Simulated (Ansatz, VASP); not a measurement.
**Two plane-wave programs on C**

The input INCAR:

```
PREC = Accurate
ENCUT = 520
EDIFF = 1E-6
ISMEAR = 0
SIGMA = 0.15
LREAL = False
LASPH = True
NELM = 80
ALGO = Normal
ISIF = 2
LWAVE = False
LCHARG = True
GGA = PE
IVDW = 12
LELF = True
LVHAR = True
NBANDS = 16
```

File KPOINTS:

```
Automatic mesh
0
Gamma
  18 12 10
```

POSCAR

```
C
1.0
   -2.4646600698      0.0000000000      0.0000000000
    0.0000000000      0.0000000000     -3.5719696368
    0.0000000000     -4.2689164642      0.0000000000
C
4
Direct
    0.5000000000      0.0000000000      0.1582336134
    0.0000000000      0.0000000000      0.6582336134
    0.0000000000      0.0000000000      0.3417663866
    0.5000000000      0.0000000000      0.8417663866
```

Input for Ansatz:

```yaml
crystal:
  lattice:
    - [-2.4646600698, 0.0, 0.0]
    - [0.0, 0.0, -3.5719696368]
    - [0.0, -4.2689164642, 0.0]
  atoms:
    - { symbol: C, position: [0.5, 0.0, 0.1582336134] }
    - { symbol: C, position: [0.0, 0.0, 0.6582336134] }
    - { symbol: C, position: [0.0, 0.0, 0.3417663866] }
    - { symbol: C, position: [0.5, 0.0, 0.8417663866] }
basis:
  ecutwfc: 520.0
kpoints:
  mp_grid: { grid: [18, 12, 10] }
hamiltonian:
  xc: pbe
  pseudopotentials: { kind: paw, azcp: { folder: soft_1 } }
  dispersion: d3bj
scf:
  occupations: { method: gaussian, width: 0.15 }
output:
  forces: true
  stress: true
  eigenvalues: true
```

Change from the starting cell: mode 8 frozen in at +0.000 Å and mode 12 at +0.036 Å (largest displacements).

Alike in both runs: task single point; functional PBE; dispersion D3(BJ); k mesh 18 × 12 × 10; occupations gaussian, width 0.15 eV; no spin polarisation.

|  | VASP | Ansatz |
| --- | --- | --- |
| version | VASP 6.6.1 | Ansatz 0.2.0 |
| potentials or method | VASP PAW PBE potentials, release 64 (C), cutoff 520 eV | scalar-relativistic, plane waves, PAW |
| valence electrons in the cell | 16 | 16 |

|  | VASP | Ansatz | Ansatz less VASP |
| --- | --- | --- | --- |
| gap on the k mesh at the Fermi level (eV) | none | none | - |
| pressure (GPa) | 2.8 | 2.4 | -0.38 |
| traceless stress, the component that is largest in VASP (GPa) | 9.27 | 8.92 | -0.346 |
| rms of the force components (eV/Å) | 2.427 | 2.424 | -0.0035 |

Atom by atom the forces differ by 0.004 eV/Å (rms over components). A gap of «none» marks a metal or a gap that the smearing closes.
